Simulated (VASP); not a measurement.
Input of a VASP 6.6.1 run:

Contents of INCAR:

```
SYSTEM = CdS
PREC = Accurate ; ENCUT = 520
EDIFF = 1E-6 ; ISMEAR = -1
SIGMA = 0.02 ; LREAL = .FALSE.
LASPH = .TRUE. ; NELM = 100
ALGO = Normal ; ISIF = 2
LWAVE = .FALSE. ; LCHARG = .FALSE.
GGA = PE ; NBANDS = 26
```

The input KPOINTS:

```
Automatic mesh
0
G
  12 12 4
  0 0 0
```

File POSCAR:

```
CdS
1.0
    4.1646212433      0.0000000000      0.0000000000
   -2.0823106217      3.4631224157      0.0000000000
    0.0000000000      0.0000000000      6.7659754197
Cd S
2 2
Direct
    0.3344590940      0.6689181880      0.0015886944
    0.6655409060      0.3310818120      0.5015886944
    0.3254267349      0.6508534698      0.3734113056
    0.6745732651      0.3491465302      0.8734113056
```

Potentials or basis: VASP PAW PBE potentials, release 64 (Cd, S).

Launch:

```bash
$ cat potpaw_PBE.64/Cd/POTCAR potpaw_PBE.64/S/POTCAR > POTCAR
$ mpirun -np 1 vasp_std > vasp.out
```

Predict the pressure.

4.3 GPa.

What does it give for the band gap on the k mesh?

1.16 eV.

Predict the largest force.

0.003 eV/Å.

Stress tensor (GPa, compression positive):
```
4.08 0.00 0.00
0.00 5.09 0.00
0.00 0.00 3.77
```

Caveat: the cell differs from its parent crystal (uniaxial y strain -4.0%); the cell stands under pressure. A k mesh can miss the band edges.
